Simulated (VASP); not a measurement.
Runs of VASP 6.6.1 on BaTiO3. The structure is that of space group Pm-3m (No. 221), or close to it. The cells are those of the table. 

| task | cell | k mesh | cutoff (eV) | gap on the mesh (eV) | pressure (GPa) | largest force (eV/Å) |
| --- | --- | --- | --- | --- | --- | --- |
| single point | a = 4.022 Å, angles 89.8°, 5 atoms | 6 × 6 × 6 | 520 | 2.40 | 4.7 | 0.07 |
| relaxation of cell and atoms | relaxed from a = 4.034 Å, angles 89.8°, 5 atoms | 6 × 6 × 6 | 600 | 2.58 | 0.0 | - |
| relaxation of cell and atoms | relaxed to 60 GPa from a = 3.740 Å, 5 atoms | 8 × 8 × 8 | 600 | 1.98 | 60.0 | - |
| single point | a = 3.917 Å, 5 atoms | 6 × 6 × 6 | 520 | 1.91 | (b) | 0.01 |
| single point | a = 3.731 Å, 5 atoms | 8 × 8 × 8 | 520 | 1.98 | 63.8 | - |
| single point | a = 3.971 Å, angles 89.9°, 5 atoms | 6 × 6 × 6 | 520 | 2.16 | 10.0 | 0.05 |
| relaxation of cell and atoms | relaxed to 15 GPa from a = 3.908 Å, angles 89.9°, 5 atoms | 6 × 6 × 6 | 600 | 1.93 | 15.0 | 0.01 |
| relaxation of cell and atoms | relaxed to 8 GPa from a = 3.963 Å, angles 89.8°, 5 atoms | 6 × 6 × 6 | 600 | (a) | 8.0 | 0.01 |
| relaxation of cell and atoms | relaxed to 30 GPa from a = 3.823 Å, 5 atoms | 6 × 6 × 6 | 600 | 1.96 | 30.0 | - |
| single point | a = 3.841 Å, 5 atoms | 6 × 6 × 6 | 520 | 1.98 | 32.9 | - |

Alike in all rows: level PBE; potentials or basis VASP PAW PBE potentials, release 64 (Ba_sv, Ti_sv, O); no spin polarisation; smearing gaussian 0.02 eV.

Question: Fill in the values left out.

Answer: (a) 2.15; (b) 17.3.

Caveats: spin-orbit coupling is left out, which moves the levels of the heavy elements; the cell is relaxed towards a set pressure, so the enthalpy falls and the energy may rise (some runs).

A k mesh can miss the band edges, and the runs leave out spin-orbit coupling on Ba.
